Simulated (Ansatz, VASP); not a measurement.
**Zn in VASP and in Ansatz**

```
Zn
1.0
     1.39021    2.40791    0.00000
    -1.39021    2.40791    0.00000
     0.00000    0.00000    9.00394
Zn
4
Direct
  0.00000 0.00000 0.00000
  0.00000 0.00000 0.50000
  0.33333 0.33334 0.75000
  0.66666 0.66667 0.25000
```

Alike in both runs: task relaxation of cell and atoms; functional PBE; k mesh 7 × 7 × 2; no spin polarisation.

|  | VASP | Ansatz |
| --- | --- | --- |
| version | VASP 6.6.1 | Ansatz 0.2.0 |
| potentials or method | VASP PAW PBE potentials, release 64 (Zn), cutoff 600 eV | PAW plane waves |
| occupations | tetrahedron | tetrahedron-uncorrected |
| valence electrons in the cell | 48 | 48 |

|  | VASP | Ansatz | Ansatz less VASP |
| --- | --- | --- | --- |
| gap on the k mesh at the Fermi level, each at its own relaxed structure (eV) | none | none | - |
| relaxed volume (Å³/atom) | 15.63 | 15.58 | -0.043 |
| relaxed cell length with the largest relative difference (Å) | 2.655 | 2.649 | -0.0062 |

A gap of «none» marks a metal or a gap that the smearing closes. Ansatz's warnings: band table not solved further, forces under tetrahedra, structure snapped to symmetry.

The k mesh is coarse, so the values compare programs but aren't converged.
